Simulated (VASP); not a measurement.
# In (Im-3m) in VASP: a series of runs

In is run at these levels: PBEsol; tasks: single point.

Program: VASP 6.6.1. These are calculated values, not measurements. Logs are shortened: lines on timing, memory, paths and dates and some standing lists are left out, and cuts for length are marked.

## (1) The cell of the first run

Symmetry: Im-3m, No. 229, cubic system. Conventional cell: a = 2.854 Å, b = 2.854 Å, c = 2.854 Å, α = 90.00°, β = 90.00°, γ = 90.00°. Within 3.3 Å of In (site symmetry m-3m) lie 14 In at 2.47 to 2.85 Å.

## (2) Single point, PBEsol (volume scaled by 0.45)

INCAR

```
ALGO = Normal ; EDIFF = 1E-7
ENCUT = 520 ; GGA = PS
ISIF = 2 ; ISMEAR = -1
LASPH = True ; LCHARG = False
LREAL = False ; LWAVE = False
NBANDS = 12 ; NELM = 100
PREC = Accurate ; SIGMA = 0.1
```

KPOINTS

```
k-points
0
Gamma
  16 16 16
```

POSCAR

```
In
1.0
   -1.4271737728      1.4271737728      1.4271737728
    1.4271737728     -1.4271737728      1.4271737728
    1.4271737728      1.4271737728     -1.4271737728
In
1
Direct
    0.0000000000      0.0000000000      0.0000000000
```

Potentials or basis: VASP PAW PBE potentials, release 64 (In_d).

Started as:

```sh
$ cat potpaw_PBE.64/In_d/POTCAR > POTCAR
$ mpirun -np 1 vasp_std > vasp.out
```

OUTCAR:

```text
EDIFF = 1E-7
   ENCUT = 520
   GGA = PS
   ISIF = 2
   ISMEAR = -1
   LASPH = True
   LREAL = False
   NELM = 100
   PREC = Accurate

 ion  position               nearest neighbor table
   1  0.000  0.000  0.000-

  LATTYP: Found a body centered cubic cell.
 ALAT       =     2.8543475456

  Lattice vectors:

 A1 = (  -1.4271737728,   1.4271737728,   1.4271737728)
 A2 = (   1.4271737728,  -1.4271737728,   1.4271737728)
 A3 = (   1.4271737728,   1.4271737728,  -1.4271737728)

Analysis of symmetry for initial positions (statically):
=====================================================================
 Subroutine PRICEL returns:
 Original cell was already a primitive cell.

 Routine SETGRP: Setting up the symmetry group for a
 body centered cubic supercell.

 Subroutine GETGRP returns: Found 48 space group operations
 (whereof 48 operations were pure point group operations)
 out of a pool of 48 trial point group operations.

The static configuration has the point symmetry O_h .

Analysis of symmetry for dynamics (positions and initial velocities):
=====================================================================
 Subroutine PRICEL returns:
 Original cell was already a primitive cell.

 Routine SETGRP: Setting up the symmetry group for a
 body centered cubic supercell.

 Subroutine GETGRP returns: Found 48 space group operations
 (whereof 48 operations were pure point group operations)
 out of a pool of 48 trial point group operations.

The dynamic configuration has the point symmetry O_h .

 Subroutine INISYM returns: Found 48 space group operations
 (whereof 48 operations are pure point group operations),
 and found     1 'primitive' translations

----------------------------------------------------------------------------------------

                                     Primitive cell

  volume of cell :      11.6276

  direct lattice vectors                    reciprocal lattice vectors
    -1.427173773  1.427173773  1.427173773     0.000000000  0.350342761  0.350342761
     1.427173773 -1.427173773  1.427173773     0.350342761  0.000000000  0.350342761
     1.427173773  1.427173773 -1.427173773     0.350342761  0.350342761  0.000000000

  length of vectors
     2.471937486  2.471937486  2.471937486     0.495459484  0.495459484  0.495459484

  position of ions in fractional coordinates (direct lattice)
     0.000000000  0.000000000  0.000000000

  ion indices of the primitive-cell ions
   primitive index   ion index
                 1           1

----------------------------------------------------------------------------------------

 KPOINTS: k-points

Automatic generation of k-mesh.
 Grid dimensions read from file:
 generate k-points for:   16   16   16

 Generating k-lattice:

  Cartesian coordinates                     Fractional coordinates (reciprocal lattice)
     0.000000000  0.021896423  0.021896423     0.062500000  0.000000000  0.000000000
     0.021896423  0.000000000  0.021896423     0.000000000  0.062500000  0.000000000
     0.021896423  0.021896423  0.000000000     0.000000000  0.000000000  0.062500000

  Length of vectors
     0.030966218  0.030966218  0.030966218

  Shift w.r.t. Gamma in fractional coordinates (k-lattice)
     0.000000000  0.000000000  0.000000000

 Subroutine IBZKPT returns following result:
 ===========================================

 Found    145 irreducible k-points:

 Following reciprocal coordinates:
            Coordinates               Weight
  0.000000  0.000000  0.000000      1.000000
  0.062500  0.000000  0.000000     12.000000
  0.125000  0.000000  0.000000     12.000000
  0.187500  0.000000  0.000000     12.000000
  0.250000  0.000000  0.000000     12.000000
  0.312500  0.000000  0.000000     12.000000
[... 16 lines left out ...]
  0.187500  0.187500  0.000000     24.000000
  0.250000  0.187500 -0.000000     48.000000
 [... further k-points ...]
   k-points           NKPTS =    145   k-points in BZ     NKDIM =    145   number of bands    NBANDS=     12
   number of dos      NEDOS =    301   number of ions     NIONS =      1
   total plane-waves  NPLWV =   5832
   dimension x,y,z NGX =    18 NGY =   18 NGZ =   18
   dimension x,y,z NGXF=    36 NGYF=   36 NGZF=   36
   ions per type =               1
   NGX,Y,Z   is equivalent  to a cutoff of  12.11, 12.11, 12.11 a.u.
   NGXF,Y,Z  is equivalent  to a cutoff of  24.21, 24.21, 24.21 a.u.
 SYSTEM =  unknown system
   PREC   = accura    normal or accurate (medium, high low for compatibility)
   ISTART =      0    job   : 0-new  1-cont  2-samecut
   ICHARG =      2    charge: 1-file 2-atom 10-const
   ISPIN  =      1    spin polarized calculation?
   LNONCOLLINEAR =      F non collinear calculations
   LSORBIT =      F    spin-orbit coupling
   LASPH  =      T    aspherical Exc in radial PAW
   ENCUT  =  520.0 eV  38.22 Ry    6.18 a.u.   4.60  4.60  4.60*2*pi/ulx,y,z
   NELM   =    100;   NELMIN=  2; NELMDL= -5     # of ELM steps
   EDIFF  = 0.1E-06   stopping-criterion for ELM
   LREAL  =      F    real-space projection
   EDIFFG = 0.1E-05   stopping-criterion for IOM
   NSW    =      0    number of steps for IOM
   IBRION =     -1    ionic relax: 0-MD 1-quasi-New 2-CG
   NFREE  =      0    steps in history (QN), initial steepest desc. (CG)
   ISIF   =      2    stress and relaxation
   ISYM   =      2    0-nonsym 1-usesym 2-fastsym
   POTIM  = 0.5000    time-step for ionic-motion
   TEBEG  =    0.0;   TEEND  =   0.0 temperature during run
   PSTRESS=    0.0 pullay stress
   NELECT =      13.0000    total number of electrons
   NUPDOWN=      -1.0000    fix difference up-down
   EMIN   =  10.00;   EMAX   =-10.00  energy-range for DOS
   EFERMI =   0.00;   METHOD = LEGACY
   ISMEAR =    -1;   SIGMA  =   0.10  broadening in eV -4-tet -1-fermi 0-gaus
   EFERMI_NEDOS =   21; number of points for ismear=-14 and -15
   IALGO  =     38    algorithm
   IMIX   =      4    mixing-type and parameters
     AMIX     =   0.40;   BMIX     =  1.00
     AMIX_MAG =   1.60;   BMIX_MAG =  1.00
  volume/ion in A,a.u.               =      11.63        78.47
  Fermi-wavevector in a.u.,A,eV,Ry     =   1.699127  3.210884 39.280448  2.887032
  Thomas-Fermi vector in A             =   2.779501
   LORBIT       =      0    0 simple, 1 ext, 2 COOP (PROOUT), +10 PAW based schemes
   GGA     = PS    functional components
   LHFCALC =     F    Hartree Fock is set to
   AEXX    =    0.0000 exact exchange contribution
   IVDW    =     0    specifies the selected vdW correction
   LEPSILON=     F    determine dielectric tensor
   LRPA    =     F    only Hartree local field effects (RPA)
 non-spin polarized calculation
  energy-cutoff  :      520.00
  volume of cell :       11.63
 maximum number of plane-waves:       327
   NGX =  9   NGY =  9   NGZ =  9

 number of electron      13.0000015 magnetization

 Free energy of the ion-electron system (eV)
  ---------------------------------------------------
  ext. energy  EPLUGINS =         0.00000000
  ---------------------------------------------------
  free energy    TOTEN  =         2.41140753 eV

  energy without entropy =        2.42121577  energy(sigma->0) =        2.41631165

 E-fermi :  22.5060     XC(G=0): -14.9368

 val. band max:       22.4990990743   @ k =  -0.3125   0.5000   0.0625
 cond. band min:      22.5154118820   @ k =  -0.4375   0.4375   0.3125
 fundamental gap:      0.0163128078
 Fermi energy:        22.5060184190

 k-point     1 :       0.0000    0.0000    0.0000
  band No.  band energies     occupation
      1       3.7936      2.00000
      2       4.0186      2.00000
      3       4.0186      2.00000
      4       4.0186      2.00000
      5       5.7129      2.00000
      6       5.7129      2.00000
      7      35.3678      0.00000
      8      35.3678      0.00000
      9      35.3678      0.00000
     10      44.4178      0.00000
     11      44.4178      0.00000
     12      45.5572      0.00000

 k-point     2 :       0.0625    0.0000    0.0000
  band No.  band energies     occupation
      1       3.9169      2.00000
      2       3.9821      2.00000
      3       4.0763      2.00000
      4       4.1128      2.00000
      5       5.6732      2.00000
      6       5.7148      2.00000
      7      35.0486      0.00000
      8      35.3469      0.00000
      9      35.4999      0.00000
     10      42.6980      0.00000
     11      43.2637      0.00000
     12      44.2320      0.00000

 k-point     3 :       0.1250    0.0000    0.0000
  band No.  band energies     occupation
      1       3.8791      2.00000
      2       3.8949      2.00000
      3       4.3864      2.00000
      4       4.6156      2.00000
      5       5.5895      2.00000
      6       5.7215      2.00000
      7      33.8967      0.00000
      8      35.0970      0.00000
      9      35.8721      0.00000
     10      41.3431      0.00000
     11      41.4324      0.00000
     12      41.9465      0.00000
[... 286 lines left out ...]
 k-point    23 :       0.1875    0.1875    0.0000
  band No.  band energies     occupation
      1       3.3739      2.00000
      2       3.7978      2.00000
      3       5.0022      2.00000
      4       5.3628      2.00000
      5       5.8825      2.00000
      6       9.4546      2.00000
      7      27.9382      0.00000
      8      28.0169      0.00000
      9      33.7888      0.00000
     10      37.6248      0.00000
     11      42.1925      0.00000
     12      45.1175      0.00000

 k-point    24 :       0.2500    0.1875   -0.0000
  band No.  band energies     occupation
      1       3.2522      2.00000
      2       3.7073      2.00000
      3       5.1355      2.00000
      4       5.4351      2.00000
      5       6.0153      2.00000
      6      11.3233      2.00000
      7      24.9288      0.00000
      8      26.9856      0.00000
      9      32.7816      0.00000
     10      38.1040      0.00000
     11      42.3874      0.00000
     12      45.8929      0.00000

 [... further k-points ...]

------------------------ aborting loop because EDIFF is reached ----------------------------------------

  FORCE on cell =-STRESS in cart. coord.  units (eV):
  Direction    XX          YY          ZZ          XY          YZ          ZX
  --------------------------------------------------------------------------------------
  -------------------------------------------------------------------------------------
  Total       19.4809494     19.4809494     19.4809494     -0.0000000      0.0000000     -0.0000000
  in kB     2684.2943679   2684.2943679   2684.2943679     -0.0000000      0.0000000     -0.0000000
  external PRESSURE =    2684.2943679 kB  Pullay stress =       0.0000000 kB

 VOLUME and BASIS-vectors are now :
 -----------------------------------------------------------------------------
  energy-cutoff  :      520.00
  volume of cell :       11.63
      direct lattice vectors                 reciprocal lattice vectors
    -1.427173773  1.427173773  1.427173773     0.000000000  0.350342761  0.350342761
     1.427173773 -1.427173773  1.427173773     0.350342761  0.000000000  0.350342761
     1.427173773  1.427173773 -1.427173773     0.350342761  0.350342761  0.000000000

 POSITION                                       TOTAL-FORCE (eV/Angst)
 -----------------------------------------------------------------------------------
      0.00000      0.00000      0.00000         0.000000      0.000000     -0.000000
 -----------------------------------------------------------------------------------
    total drift:                                0.000000      0.000000      0.000000

  FREE ENERGIE OF THE ION-ELECTRON SYSTEM (eV)
  ---------------------------------------------------
  free  energy   TOTEN  =         2.4114075312 eV

  energy  without entropy=        2.4212157686  energy(sigma->0) =        2.41631165
```

Run time: 21 s. Hardware: 1 thread of Intel Xeon Platinum 8259CL at 2.50GHz (Skylake/Cascade Lake), shared host; peak memory 0.13 GiB.

Results:

```
Free energy : 2.4114 eV
Pressure    : 268.4 GPa
```

Levels at points of the mesh, in eV from the Fermi level:
```tsv
k point	band 4	band 5	band 6	band 7	band 8	band 9
(0.00, 0.00, 0.00)	-18.49	-16.79	-16.79	12.86	12.86	12.86
(0.50, 0.00, 0.00)	-16.68	-15.58	-8.86	-3.79	7.73	9.78
(0.50, 0.50, 0.50)	-15.88	-15.88	0.05	0.05	0.05	7.57
```

Caveat: the PAW data sets were made with another functional, which shifts forces and pressure a little; spin-orbit coupling is left out, which moves the levels of the heavy elements.

## (3) Single point, PBEsol (volume scaled by 0.45)

INCAR

```
SYSTEM = In
  PREC = Accurate
  ENCUT = 520
  EDIFF = 1E-6
  ISMEAR = -1
  SIGMA = 0.1
  LREAL = .False.
  LASPH = .True.
  NELM = 100
  ALGO = Normal
  ISIF = 2
  LWAVE = .False.
  LCHARG = .False.
  GGA = PS
  NBANDS = 12
```

KPOINTS

```
regular mesh
0
Gamma
  16 16 16
  0 0 0
```

POSCAR is that of step 2.

Potentials or basis: VASP PAW PBE potentials, release 64 (In_d).

Started as:

```sh
$ cat potpaw_PBE.64/In_d/POTCAR > POTCAR
$ mpirun -np 1 vasp_std > vasp.out
```

OUTCAR:

```text
SYSTEM = In
   PREC = Accurate
   ENCUT = 520
   EDIFF = 1E-6
   ISMEAR = -1
   LREAL = .False.
   LASPH = .True.
   NELM = 100
   ISIF = 2
   GGA = PS

 ion  position               nearest neighbor table
   1  0.000  0.000  0.000-

  LATTYP: Found a body centered cubic cell.
 ALAT       =     2.8543475456

  Lattice vectors:

 A1 = (  -1.4271737728,   1.4271737728,   1.4271737728)
 A2 = (   1.4271737728,  -1.4271737728,   1.4271737728)
 A3 = (   1.4271737728,   1.4271737728,  -1.4271737728)

Analysis of symmetry for initial positions (statically):
=====================================================================
 Subroutine PRICEL returns:
 Original cell was already a primitive cell.

 Routine SETGRP: Setting up the symmetry group for a
 body centered cubic supercell.

 Subroutine GETGRP returns: Found 48 space group operations
 (whereof 48 operations were pure point group operations)
 out of a pool of 48 trial point group operations.

The static configuration has the point symmetry O_h .

Analysis of symmetry for dynamics (positions and initial velocities):
=====================================================================
 Subroutine PRICEL returns:
 Original cell was already a primitive cell.

 Routine SETGRP: Setting up the symmetry group for a
 body centered cubic supercell.

 Subroutine GETGRP returns: Found 48 space group operations
 (whereof 48 operations were pure point group operations)
 out of a pool of 48 trial point group operations.

The dynamic configuration has the point symmetry O_h .

 Subroutine INISYM returns: Found 48 space group operations
 (whereof 48 operations are pure point group operations),
 and found     1 'primitive' translations

----------------------------------------------------------------------------------------

                                     Primitive cell
[... 113 lines left out ...]
   LORBIT       =      0    0 simple, 1 ext, 2 COOP (PROOUT), +10 PAW based schemes
   GGA     = PS    functional components
   LHFCALC =     F    Hartree Fock is set to
   AEXX    =    0.0000 exact exchange contribution
   IVDW    =     0    specifies the selected vdW correction
   LEPSILON=     F    determine dielectric tensor
   LRPA    =     F    only Hartree local field effects (RPA)
 non-spin polarized calculation
  energy-cutoff  :      520.00
  volume of cell :       11.63
 maximum number of plane-waves:       327
   NGX =  9   NGY =  9   NGZ =  9

 number of electron      13.0000015 magnetization

 Free energy of the ion-electron system (eV)
  ---------------------------------------------------
  ext. energy  EPLUGINS =         0.00000000
  ---------------------------------------------------
  free energy    TOTEN  =         2.41140683 eV

  energy without entropy =        2.42121511  energy(sigma->0) =        2.41631097

 E-fermi :  22.5063     XC(G=0): -14.9368

 val. band max:       22.4994376093   @ k =  -0.3125   0.5000   0.0625
 cond. band min:      22.5157360879   @ k =  -0.4375   0.4375   0.3125
 fundamental gap:      0.0162984786
 Fermi energy:        22.5063441215

 k-point     1 :       0.0000    0.0000    0.0000
  band No.  band energies     occupation
      1       3.7939      2.00000
      2       4.0190      2.00000
      3       4.0190      2.00000
      4       4.0190      2.00000
      5       5.7132      2.00000
      6       5.7132      2.00000
      7      35.3679      0.00000
      8      35.3679      0.00000
      9      35.3679      0.00000
     10      44.4181      0.00000
     11      44.4181      0.00000
     12      45.5576      0.00000
[... 331 lines left out ...]
 k-point    24 :       0.2500    0.1875   -0.0000
  band No.  band energies     occupation
      1       3.2525      2.00000
      2       3.7076      2.00000
      3       5.1358      2.00000
      4       5.4355      2.00000
      5       6.0156      2.00000
      6      11.3237      2.00000
      7      24.9292      0.00000
      8      26.9859      0.00000
      9      32.7819      0.00000
     10      38.1042      0.00000
     11      42.3876      0.00000
     12      45.8931      0.00000

 [... further k-points ...]

------------------------ aborting loop because EDIFF is reached ----------------------------------------

  FORCE on cell =-STRESS in cart. coord.  units (eV):
  Direction    XX          YY          ZZ          XY          YZ          ZX
  --------------------------------------------------------------------------------------
  -------------------------------------------------------------------------------------
  Total       19.4603601     19.4603601     19.4603601      0.0000000      0.0000000      0.0000000
  in kB     2681.4573530   2681.4573530   2681.4573530      0.0000000      0.0000000      0.0000000
  external PRESSURE =    2681.4573530 kB  Pullay stress =       0.0000000 kB

 VOLUME and BASIS-vectors are now :
 -----------------------------------------------------------------------------
  energy-cutoff  :      520.00
  volume of cell :       11.63
      direct lattice vectors                 reciprocal lattice vectors
    -1.427173773  1.427173773  1.427173773     0.000000000  0.350342761  0.350342761
     1.427173773 -1.427173773  1.427173773     0.350342761  0.000000000  0.350342761
     1.427173773  1.427173773 -1.427173773     0.350342761  0.350342761  0.000000000

 POSITION                                       TOTAL-FORCE (eV/Angst)
 -----------------------------------------------------------------------------------
      0.00000      0.00000      0.00000         0.000000      0.000000      0.000000
 -----------------------------------------------------------------------------------
    total drift:                                0.000000      0.000000      0.000000

  FREE ENERGIE OF THE ION-ELECTRON SYSTEM (eV)
  ---------------------------------------------------
  free  energy   TOTEN  =         2.4114068288 eV

  energy  without entropy=        2.4212151145  energy(sigma->0) =        2.41631097
```

Run time: 17 s. Hardware: 1 thread of Intel Xeon Platinum 8259CL at 2.50GHz (Skylake/Cascade Lake), shared host; peak memory 0.13 GiB.

Results:

```yaml
Free_energy: 2.4114 eV
Pressure: 268.1 GPa
```

Levels at points of the mesh, in eV from the Fermi level:
| k point | band 4 | band 5 | band 6 | band 7 | band 8 | band 9 |
| --- | --- | --- | --- | --- | --- | --- |
| (0.00, 0.00, 0.00) | -18.49 | -16.79 | -16.79 | 12.86 | 12.86 | 12.86 |
| (0.50, 0.00, 0.00) | -16.68 | -15.58 | -8.86 | -3.79 | 7.73 | 9.78 |
| (0.50, 0.50, 0.50) | -15.88 | -15.88 | 0.05 | 0.05 | 0.05 | 7.57 |

Caveat: the PAW data sets were made with another functional, which shifts forces and pressure a little; spin-orbit coupling is left out, which moves the levels of the heavy elements.

(Part 1 of 2 ends here.)
